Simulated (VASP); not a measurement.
# GeW3 (Fm-3m) in VASP: a series of runs

Runs on GeW3. Level: PBE. Tasks: single point.

Program: VASP 6.6.1. These are calculated values, not measurements. Logs are shortened: lines on timing, memory, paths and dates and some standing lists are left out, and cuts for length are marked.

**1. The cell of the first run**

It takes space group Fm-3m (No. 225, cubic). Conventional cell: a = 6.321 Å, b = 6.321 Å, c = 6.321 Å, α = 90.00°, β = 90.00°, γ = 90.00°. Within 3.6 Å of Ge (site symmetry m-3m) lie 14 W at 2.74 to 3.16 Å. Within 3.6 Å of W (site symmetry -43m) lie 4 Ge at 2.74 Å and 10 W at 2.74 to 3.16 Å. Within 3.6 Å of W (site symmetry m-3m) lie 8 W at 2.74 Å and 6 Ge at 3.16 Å.

The cell was built from a structure type or drawn by symmetry, and may not be a known phase.

**2. Single point, PBE**

Contents of INCAR:

```
ALGO     = Normal         # electronic algorithm
EDIFF    = 1E-7           # SCF threshold, eV
ENCUT    = 520            # plane-wave cutoff, eV
GGA      = PE             # functional
ISIF     = 2              # what is computed and relaxed
ISMEAR   = 0              # smearing method
LASPH    = T              # aspherical terms in the spheres
LCHARG   = F              # write CHGCAR
LREAL    = F              # projectors in reciprocal space
LWAVE    = F              # write WAVECAR
NBANDS   = 36             # bands
NELM     = 100            # most SCF steps
PREC     = Accurate       # precision mode
SIGMA    = 0.1            # smearing width, eV
```

Contents of KPOINTS:

```
k-points
0
Gamma
  4 4 4
```

Contents of POSCAR:

```
GeW3
1.0
    0.0000000000      3.1604007771      3.1604007771
    3.1604007771      0.0000000000      3.1604007771
    3.1604007771      3.1604007771      0.0000000000
Ge W
1 3
Direct
    0.5000000000      0.5000000000      0.5000000000
    0.2500000000      0.2500000000      0.2500000000
    0.0000000000      0.0000000000      0.0000000000
    0.7500000000      0.7500000000      0.7500000000
```

Potentials or basis: VASP PAW PBE potentials, release 64 (Ge_d, W_sv).

Started as:

```sh
$ cat potpaw_PBE.64/Ge_d/POTCAR potpaw_PBE.64/W_sv/POTCAR > POTCAR
$ mpirun -np 1 vasp_std > vasp.out
```

OUTCAR:

```text
EDIFF = 1E-7
   ENCUT = 520
   GGA = PE
   ISIF = 2
   ISMEAR = 0
   LASPH = T
   LREAL = F
   NELM = 100
   PREC = Accurate

 ion  position               nearest neighbor table
   1  0.500  0.500  0.500-   2 2.74   4 2.74   2 2.74   2 2.74   2 2.74   4 2.74   4 2.74   4 2.74
                             3 3.16   3 3.16   3 3.16   3 3.16   3 3.16   3 3.16
   2  0.250  0.250  0.250-   1 2.74   3 2.74   3 2.74   3 2.74   3 2.74   1 2.74   1 2.74   1 2.74
                             4 3.16   4 3.16   4 3.16   4 3.16   4 3.16   4 3.16
   3  0.000  0.000  0.000-   2 2.74   4 2.74   4 2.74   4 2.74   4 2.74   2 2.74   2 2.74   2 2.74
                             1 3.16   1 3.16   1 3.16   1 3.16   1 3.16   1 3.16
   4  0.750  0.750  0.750-   1 2.74   3 2.74   1 2.74   1 2.74   1 2.74   3 2.74   3 2.74   3 2.74
                             2 3.16   2 3.16   2 3.16   2 3.16   2 3.16   2 3.16

  LATTYP: Found a face centered cubic cell.
 ALAT       =     6.3208015542

  Lattice vectors:

 A1 = (   0.0000000000,   3.1604007771,   3.1604007771)
 A2 = (   3.1604007771,   0.0000000000,   3.1604007771)
 A3 = (   3.1604007771,   3.1604007771,   0.0000000000)

Analysis of symmetry for initial positions (statically):
=====================================================================
 Subroutine PRICEL returns:
 Original cell was already a primitive cell.

 Routine SETGRP: Setting up the symmetry group for a
 face centered cubic supercell.

 Subroutine GETGRP returns: Found 48 space group operations
 (whereof 48 operations were pure point group operations)
 out of a pool of 48 trial point group operations.

The static configuration has the point symmetry O_h .

Analysis of symmetry for dynamics (positions and initial velocities):
=====================================================================
 Subroutine PRICEL returns:
 Original cell was already a primitive cell.

 Routine SETGRP: Setting up the symmetry group for a
 face centered cubic supercell.

 Subroutine GETGRP returns: Found 48 space group operations
 (whereof 48 operations were pure point group operations)
 out of a pool of 48 trial point group operations.

The dynamic configuration has the point symmetry O_h .

 Subroutine INISYM returns: Found 48 space group operations
 (whereof 48 operations are pure point group operations),
 and found     1 'primitive' translations

----------------------------------------------------------------------------------------

                                     Primitive cell

  volume of cell :      63.1330

  direct lattice vectors                    reciprocal lattice vectors
     0.000000000  3.160400777  3.160400777    -0.158207783  0.158207783  0.158207783
     3.160400777  0.000000000  3.160400777     0.158207783 -0.158207783  0.158207783
     3.160400777  3.160400777  0.000000000     0.158207783  0.158207783 -0.158207783

  length of vectors
     4.469481642  4.469481642  4.469481642     0.274023918  0.274023918  0.274023918

  position of ions in fractional coordinates (direct lattice)
     0.500000000  0.500000000  0.500000000
     0.250000000  0.250000000  0.250000000
     0.000000000  0.000000000  0.000000000
     0.750000000  0.750000000  0.750000000

  ion indices of the primitive-cell ions
   primitive index   ion index
                 1           1
                 2           2
                 3           3
                 4           4

----------------------------------------------------------------------------------------

 KPOINTS: k-points

Automatic generation of k-mesh.
 Grid dimensions read from file:
 generate k-points for:    4    4    4

 Generating k-lattice:

  Cartesian coordinates                     Fractional coordinates (reciprocal lattice)
    -0.039551946  0.039551946  0.039551946     0.250000000  0.000000000  0.000000000
     0.039551946 -0.039551946  0.039551946     0.000000000  0.250000000  0.000000000
     0.039551946  0.039551946 -0.039551946     0.000000000  0.000000000  0.250000000

  Length of vectors
     0.068505980  0.068505980  0.068505980

  Shift w.r.t. Gamma in fractional coordinates (k-lattice)
     0.000000000  0.000000000  0.000000000

 Subroutine IBZKPT returns following result:
 ===========================================

 Found      8 irreducible k-points:

 Following reciprocal coordinates:
            Coordinates               Weight
  0.000000  0.000000  0.000000      1.000000
  0.250000  0.000000  0.000000      8.000000
  0.500000  0.000000  0.000000      4.000000
  0.250000  0.250000  0.000000      6.000000
  0.500000  0.250000  0.000000     24.000000
 -0.250000  0.250000  0.000000     12.000000
  0.500000  0.500000  0.000000      3.000000
 -0.250000  0.500000  0.250000      6.000000
   k-points           NKPTS =      8   k-points in BZ     NKDIM =      8   number of bands    NBANDS=     36
   number of dos      NEDOS =    301   number of ions     NIONS =      4
   total plane-waves  NPLWV =  46656
   dimension x,y,z NGX =    36 NGY =   36 NGZ =   36
   dimension x,y,z NGXF=    72 NGYF=   72 NGZF=   72
   ions per type =               1   3
   NGX,Y,Z   is equivalent  to a cutoff of  13.39, 13.39, 13.39 a.u.
   NGXF,Y,Z  is equivalent  to a cutoff of  26.78, 26.78, 26.78 a.u.
 SYSTEM =  unknown system
   PREC   = accura    normal or accurate (medium, high low for compatibility)
   ISTART =      0    job   : 0-new  1-cont  2-samecut
   ICHARG =      2    charge: 1-file 2-atom 10-const
   ISPIN  =      1    spin polarized calculation?
   LNONCOLLINEAR =      F non collinear calculations
   LSORBIT =      F    spin-orbit coupling
   LASPH  =      T    aspherical Exc in radial PAW
   ENCUT  =  520.0 eV  38.22 Ry    6.18 a.u.   8.31  8.31  8.31*2*pi/ulx,y,z
   NELM   =    100;   NELMIN=  2; NELMDL= -5     # of ELM steps
   EDIFF  = 0.1E-06   stopping-criterion for ELM
   LREAL  =      F    real-space projection
   EDIFFG = 0.1E-05   stopping-criterion for IOM
   NSW    =      0    number of steps for IOM
   IBRION =     -1    ionic relax: 0-MD 1-quasi-New 2-CG
   NFREE  =      0    steps in history (QN), initial steepest desc. (CG)
   ISIF   =      2    stress and relaxation
   ISYM   =      2    0-nonsym 1-usesym 2-fastsym
   POTIM  = 0.5000    time-step for ionic-motion
   TEBEG  =    0.0;   TEEND  =   0.0 temperature during run
   PSTRESS=    0.0 pullay stress
   NELECT =      56.0000    total number of electrons
   NUPDOWN=      -1.0000    fix difference up-down
   EMIN   =  10.00;   EMAX   =-10.00  energy-range for DOS
   EFERMI =   0.00;   METHOD = LEGACY
   ISMEAR =     0;   SIGMA  =   0.10  broadening in eV -4-tet -1-fermi 0-gaus
   EFERMI_NEDOS =   21; number of points for ismear=-14 and -15
   IALGO  =     38    algorithm
   IMIX   =      4    mixing-type and parameters
     AMIX     =   0.40;   BMIX     =  1.00
     AMIX_MAG =   1.60;   BMIX_MAG =  1.00
  volume/ion in A,a.u.               =      15.78       106.51
  Fermi-wavevector in a.u.,A,eV,Ry     =   1.572964  2.972470 33.663733  2.474215
  Thomas-Fermi vector in A             =   2.674319
   LORBIT       =      0    0 simple, 1 ext, 2 COOP (PROOUT), +10 PAW based schemes
   GGA     = PE    functional components
   LHFCALC =     F    Hartree Fock is set to
   AEXX    =    0.0000 exact exchange contribution
   IVDW    =     0    specifies the selected vdW correction
   LEPSILON=     F    determine dielectric tensor
   LRPA    =     F    only Hartree local field effects (RPA)
 non-spin polarized calculation
 Gauss-broadening in eV      SIGMA  =   0.10
  energy-cutoff  :      520.00
  volume of cell :       63.13
 maximum number of plane-waves:      1724
 NGX is ok and might be reduce to    36
   NGX = 17   NGY = 17   NGZ = 17

 number of electron      56.0000001 magnetization

 Free energy of the ion-electron system (eV)
  ---------------------------------------------------
  ext. energy  EPLUGINS =         0.00000000
  ---------------------------------------------------
  free energy    TOTEN  =       -41.73678040 eV

  energy without entropy =      -41.70982796  energy(sigma->0) =      -41.72330418

 E-fermi :  10.9906     XC(G=0): -13.3115

 val. band max:       10.9800610938   @ k =   0.2500   0.0000   0.0000
 cond. band min:      11.1600385421   @ k =   0.5000   0.2500   0.0000
 fundamental gap:      0.1799774482
 Fermi energy:        10.9905933131

 k-point     1 :       0.0000    0.0000    0.0000
  band No.  band energies     occupation
      1     -63.3859      2.00000
      2     -62.8835      2.00000
      3     -62.8709      2.00000
      4     -27.7547      2.00000
      5     -27.7547      2.00000
      6     -27.7547      2.00000
[... 28 lines left out ...]
     35      15.2578      0.00000
     36      15.2578      0.00000

 k-point     2 :       0.2500    0.0000    0.0000
  band No.  band energies     occupation
      1     -63.3806      2.00000
      2     -62.8851      2.00000
      3     -62.8748      2.00000
      4     -27.7956      2.00000
      5     -27.7956      2.00000
      6     -27.7766      2.00000
[... 28 lines left out ...]
     35      15.6386      0.00000
     36      16.4998      0.00000

 k-point     3 :       0.5000    0.0000    0.0000
  band No.  band energies     occupation
      1     -63.3752      2.00000
      2     -62.8847      2.00000
      3     -62.8809      2.00000
      4     -27.8307      2.00000
      5     -27.8307      2.00000
      6     -27.7632      2.00000
[... 28 lines left out ...]
     35      14.1228      0.00000
     36      17.9006      0.00000

 k-point     4 :       0.2500    0.2500    0.0000
  band No.  band energies     occupation
      1     -63.3788      2.00000
      2     -62.8864      2.00000
      3     -62.8755      2.00000
      4     -27.8484      2.00000
      5     -27.8484      2.00000
      6     -27.7065      2.00000
[... 28 lines left out ...]
     35      14.3829      0.00000
     36      16.3605      0.00000

 k-point     5 :       0.5000    0.2500    0.0000
  band No.  band energies     occupation
      1     -63.3734      2.00000
      2     -62.8864      2.00000
      3     -62.8810      2.00000
      4     -27.8805      2.00000
      5     -27.8638      2.00000
      6     -27.7213      2.00000
[... 28 lines left out ...]
     35      14.5692      0.00000
     36      15.4894      0.00000

 k-point     6 :      -0.2500    0.2500    0.0000
  band No.  band energies     occupation
      1     -63.3752      2.00000
      2     -62.8855      2.00000
      3     -62.8801      2.00000
      4     -27.8333      2.00000
      5     -27.8128      2.00000
      6     -27.8028      2.00000
[... 28 lines left out ...]
     35      14.6457      0.00000
     36      15.4225      0.00000

 k-point     7 :       0.5000    0.5000    0.0000
  band No.  band energies     occupation
      1     -63.3717      2.00000
      2     -62.8893      2.00000
      3     -62.8801      2.00000
      4     -27.9245      2.00000
      5     -27.9245      2.00000
      6     -27.6122      2.00000
[... 28 lines left out ...]
     35      14.1851      0.00000
     36      14.2459      0.00000

 k-point     8 :      -0.2500    0.5000    0.2500
  band No.  band energies     occupation
      1     -63.3716      2.00000
      2     -62.8846      2.00000
      3     -62.8846      2.00000
      4     -27.9304      2.00000
      5     -27.7797      2.00000
      6     -27.7797      2.00000
[... 28 lines left out ...]
     35      14.3138      0.00000
     36      15.2803      0.00000

------------------------ aborting loop because EDIFF is reached ----------------------------------------

  FORCE on cell =-STRESS in cart. coord.  units (eV):
  Direction    XX          YY          ZZ          XY          YZ          ZX
  --------------------------------------------------------------------------------------
  -------------------------------------------------------------------------------------
  Total        0.1587492      0.1587492      0.1587492      0.0000000     -0.0000000      0.0000000
  in kB        4.0287060      4.0287060      4.0287060      0.0000000     -0.0000000      0.0000000
  external PRESSURE =       4.0287060 kB  Pullay stress =       0.0000000 kB

 VOLUME and BASIS-vectors are now :
 -----------------------------------------------------------------------------
  energy-cutoff  :      520.00
  volume of cell :       63.13
      direct lattice vectors                 reciprocal lattice vectors
     0.000000000  3.160400777  3.160400777    -0.158207783  0.158207783  0.158207783
     3.160400777  0.000000000  3.160400777     0.158207783 -0.158207783  0.158207783
     3.160400777  3.160400777  0.000000000     0.158207783  0.158207783 -0.158207783

 POSITION                                       TOTAL-FORCE (eV/Angst)
 -----------------------------------------------------------------------------------
      3.16040      3.16040      3.16040        -0.000000     -0.000000     -0.000000
      1.58020      1.58020      1.58020        -0.000000     -0.000000     -0.000000
      0.00000      0.00000      0.00000         0.000000     -0.000000     -0.000000
      4.74060      4.74060      4.74060         0.000000      0.000000      0.000000
 -----------------------------------------------------------------------------------
    total drift:                                0.000000      0.000000      0.000000

  FREE ENERGIE OF THE ION-ELECTRON SYSTEM (eV)
  ---------------------------------------------------
  free  energy   TOTEN  =       -41.7367804038 eV

  energy  without entropy=      -41.7098279609  energy(sigma->0) =      -41.72330418
```

It took 18 s on 1 thread of AMD EPYC 9R45 (Zen 5), shared host; peak memory 0.17 GiB.

Results:

```
Free energy            : -41.7368 eV
Pressure               : 0.4 GPa
Band gap on the k mesh : zero (bands 28 and 29 overlap by 2.39 eV)
```

Caveat: the k points lie up to 0.43 Å⁻¹ apart, too coarse for converged energies and pressures of a metal; spin-orbit coupling is left out, which moves the levels of the heavy elements.

**3. Single point, PBE**

This run uses another cell than the first one, of 17.13 Å³/atom.

Contents of INCAR:

```
PREC     = Accurate       # precision mode
ENCUT    = 520            # plane-wave cutoff, eV
EDIFF    = 1E-6           # SCF threshold, eV
ISMEAR   = 0              # smearing method
SIGMA    = 0.1            # smearing width, eV
LREAL    = F              # projectors in reciprocal space
LASPH    = T              # aspherical terms in the spheres
NELM     = 100            # most SCF steps
ALGO     = Fast           # electronic algorithm
ISIF     = 2              # what is computed and relaxed
LWAVE    = F              # write WAVECAR
LCHARG   = F              # write CHGCAR
GGA      = PE             # functional
NBANDS   = 36             # bands
```

Contents of KPOINTS:

```
regular mesh
0
Gamma
  4 4 4
```

Contents of POSCAR:

```
GeW3
1.0
    0.0000000000      3.2477050300      3.2477050300
    3.2477050300      0.0000000000      3.2477050300
    3.2477050300      3.2477050300      0.0000000000
Ge W
1 3
Direct
    0.5000000000      0.5000000000      0.5000000000
    0.2500000000      0.2500000000      0.2500000000
    0.0000000000      0.0000000000      0.0000000000
    0.7500000000      0.7500000000      0.7500000000
```

Potentials or basis: VASP PAW PBE potentials, release 64 (Ge_d, W_sv).

Started as:

```sh
$ cat potpaw_PBE.64/Ge_d/POTCAR potpaw_PBE.64/W_sv/POTCAR > POTCAR
$ mpirun -np 1 vasp_std > vasp.out
```

OUTCAR:

```text
PREC = Accurate
   ENCUT = 520
   EDIFF = 1E-6
   ISMEAR = 0
   LREAL = F
   LASPH = T
   NELM = 100
   ISIF = 2
   GGA = PE

 ion  position               nearest neighbor table
   1  0.500  0.500  0.500-   2 2.81   2 2.81   2 2.81   4 2.81   4 2.81   4 2.81   4 2.81   2 2.81

   2  0.250  0.250  0.250-   3 2.81   3 2.81   3 2.81   1 2.81   1 2.81   1 2.81   3 2.81   1 2.81
                             4 3.25   4 3.25   4 3.25   4 3.25   4 3.25   4 3.25
   3  0.000  0.000  0.000-   4 2.81   4 2.81   4 2.81   2 2.81   2 2.81   2 2.81   4 2.81   2 2.81

   4  0.750  0.750  0.750-   1 2.81   1 2.81   1 2.81   3 2.81   3 2.81   3 2.81   3 2.81   1 2.81
                             2 3.25   2 3.25   2 3.25   2 3.25   2 3.25   2 3.25

  LATTYP: Found a face centered cubic cell.
 ALAT       =     6.4954100600

  Lattice vectors:

 A1 = (   0.0000000000,   3.2477050300,   3.2477050300)
 A2 = (   3.2477050300,   0.0000000000,   3.2477050300)
 A3 = (   3.2477050300,   3.2477050300,   0.0000000000)

[... 159 lines left out ...]
  free energy    TOTEN  =       -41.43745113 eV

  energy without entropy =      -41.40665616  energy(sigma->0) =      -41.42205364

 E-fermi :   9.8593     XC(G=0): -12.8594

 val. band max:        9.8325241628   @ k =   0.2500   0.0000   0.0000
 cond. band min:       9.9840988578   @ k =   0.5000   0.2500   0.0000
 fundamental gap:      0.1515746950
 Fermi energy:         9.8593059776

 k-point     1 :       0.0000    0.0000    0.0000
  band No.  band energies     occupation
      1     -64.6034      2.00000
      2     -64.1453      2.00000
      3     -64.1351      2.00000
      4     -28.8733      2.00000
      5     -28.8733      2.00000
      6     -28.8733      2.00000
[... 301 lines left out ...]
     35      12.8293      0.00000
     36      13.7004      0.00000

------------------------ aborting loop because EDIFF is reached ----------------------------------------

  FORCE on cell =-STRESS in cart. coord.  units (eV):
  Direction    XX          YY          ZZ          XY          YZ          ZX
  --------------------------------------------------------------------------------------
  -------------------------------------------------------------------------------------
  Total       -7.2993560     -7.2993560     -7.2993560      0.0000000     -0.0000000     -0.0000000
  in kB     -170.7007377   -170.7007377   -170.7007377      0.0000000     -0.0000000     -0.0000000
  external PRESSURE =    -170.7007377 kB  Pullay stress =       0.0000000 kB

 VOLUME and BASIS-vectors are now :
 -----------------------------------------------------------------------------
  energy-cutoff  :      520.00
  volume of cell :       68.51
      direct lattice vectors                 reciprocal lattice vectors
     0.000000000  3.247705030  3.247705030    -0.153954868  0.153954868  0.153954868
     3.247705030  0.000000000  3.247705030     0.153954868 -0.153954868  0.153954868
     3.247705030  3.247705030  0.000000000     0.153954868  0.153954868 -0.153954868

 POSITION                                       TOTAL-FORCE (eV/Angst)
 -----------------------------------------------------------------------------------
      3.24771      3.24771      3.24771         0.000000      0.000000      0.000000
      1.62385      1.62385      1.62385         0.000000      0.000000      0.000000
      0.00000      0.00000      0.00000         0.000000      0.000000      0.000000
      4.87156      4.87156      4.87156        -0.000000     -0.000000     -0.000000
 -----------------------------------------------------------------------------------
    total drift:                                0.000000      0.000000      0.000000

  FREE ENERGIE OF THE ION-ELECTRON SYSTEM (eV)
  ---------------------------------------------------
  free  energy   TOTEN  =       -41.4374511275 eV

  energy  without entropy=      -41.4066561582  energy(sigma->0) =      -41.42205364
```

stdout:

```text
POSCAR found type information on POSCAR GeW
 POSCAR found :  2 types and       4 ions
 scaLAPACK will be used
 LDA part: xc-table for (Slater+PW92), standard interpolation
 POSCAR, INCAR and KPOINTS ok, starting setup
 FFT: planning ... GRIDC
 FFT: planning ... GRID_SOFT
 FFT: planning ... GRID
 WAVECAR not read
 entering main loop
WARNING in EDDRMM: call to ZHEGV failed, returncode =   6  3     35
```

Run time: 30 s. Hardware: 1 thread of AMD EPYC 9R45 (Zen 5), shared host; peak memory 0.17 GiB.

Results:

| Property | Result |
| --- | --- |
| Free energy | -41.4375 eV |
| Pressure | -17.1 GPa |
| Band gap on the k mesh | zero (bands 28 and 29 overlap by 2.13 eV) |

Caveat: the k points lie up to 0.42 Å⁻¹ apart, too coarse for converged energies and pressures of a metal; spin-orbit coupling is left out, which moves the levels of the heavy elements.
